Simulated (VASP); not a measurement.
## P: single point with PBE+D3(BJ)

P:

```
P
1.0
     1.66141   -5.09728    0.00000
     1.66141    5.09728    0.00000
     0.00000    0.00000    4.16484
P
4
Cartesian
  1.6614 -4.0129 0.2994
  1.6614 -1.0844 2.3818
  1.6614 4.0129 3.8654
  1.6614 1.0844 1.7830
```

```yaml
Program: VASP 6.6.1
Task: single point
Functional: PBE
Dispersion: D3(BJ)
Potentials_or_basis: VASP PAW PBE potentials, release 64 (P)
Cutoff: 520 eV
k_mesh: 14 × 14 × 10
Occupations: gaussian, width 0.1 eV
Spin: no spin polarisation
Dipole_correction: no
Further_INCAR_settings: ALGO = Normal; EDIFF = 1e-06; NBANDS = 18
```

- Pressure: -0.3 GPa
- Largest force: 0.060 eV/Å
- Band gap on the k mesh: zero (bands 10 and 11 overlap by 0.26 eV)
- Dispersion energy per atom: -0.398 eV

Forces in eV/Å, atoms in the order of the input:
```
P    0.000 -0.042  0.042
P    0.000  0.042  0.042
P    0.000  0.042 -0.042
P    0.000 -0.042 -0.042
```

Levels at points of the mesh, in eV from the Fermi level:
```tsv
k point	band 6	band 7	band 8	band 9	band 10	band 11	band 12	band 13	band 14	band 15
(0.00, 0.00, 0.00)	-4.27	-4.09	-2.88	-2.67	-1.38	1.03	1.24	1.89	3.44	5.44
(0.50, 0.00, 0.00)	-5.02	-3.22	-3.22	-2.67	-2.67	0.80	0.80	1.08	1.08	3.37
(0.50, 0.50, 0.00)	-5.28	-4.37	-2.18	-1.83	-0.37	0.45	0.66	2.46	3.15	5.74
(0.00, 0.00, 0.50)	-5.16	-3.09	-3.09	-0.88	-0.88	1.46	1.46	2.20	2.20	5.32
(0.50, 0.00, 0.50)	-5.92	-5.76	-5.76	-2.11	-2.11	1.60	1.60	4.75	4.75	6.29
(0.50, 0.50, 0.50)	-3.18	-2.43	-2.43	-1.26	-1.26	1.32	1.32	2.72	2.72	2.78
```

It took 2.9 min on 1 thread of Intel(R) Xeon(R) 6975P-C (Granite Rapids) (shared host), peak memory 0.43 GiB.
